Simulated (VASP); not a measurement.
Here is a VASP 6.6.1 calculation.

The input INCAR:

```
SYSTEM = W
PREC = Accurate ; ENCUT = 520
EDIFF = 1E-6 ; ISMEAR = -1
SIGMA = 0.15 ; LREAL = .False.
LASPH = .True. ; NELM = 100
ALGO = Normal ; ISIF = 2
LWAVE = .False. ; LCHARG = .True.
GGA = PE ; LELF = .True.
LVHAR = .True. ; NBANDS = 13
```

The input KPOINTS:

```
regular mesh
0
Gamma
  13 13 13
  0 0 0
```

File POSCAR:

```
W
1.0
   -1.6184368998      1.6184368998      1.6184368998
    1.6184368998     -1.6184368998      1.6184368998
    1.6184368998      1.6184368998     -1.6184368998
W
1
Direct
    0.0000000000      0.0000000000      0.0000000000
```

Potentials or basis: VASP PAW PBE potentials, release 64 (W_sv).

The run is started by

```console
$ cat potpaw_PBE.64/W_sv/POTCAR > POTCAR
$ mpirun -np 1 vasp_std > vasp.out
```

(1) Predict the band gap on the k mesh.

(2) Estimate the pressure.

## Answers

(1) zero (band 7 reaches 14.61 eV, above the bottom of band 8 at 9.37 eV).

(2) -13.3 GPa.

Caveat: spin-orbit coupling is left out, which moves the levels of the heavy elements.
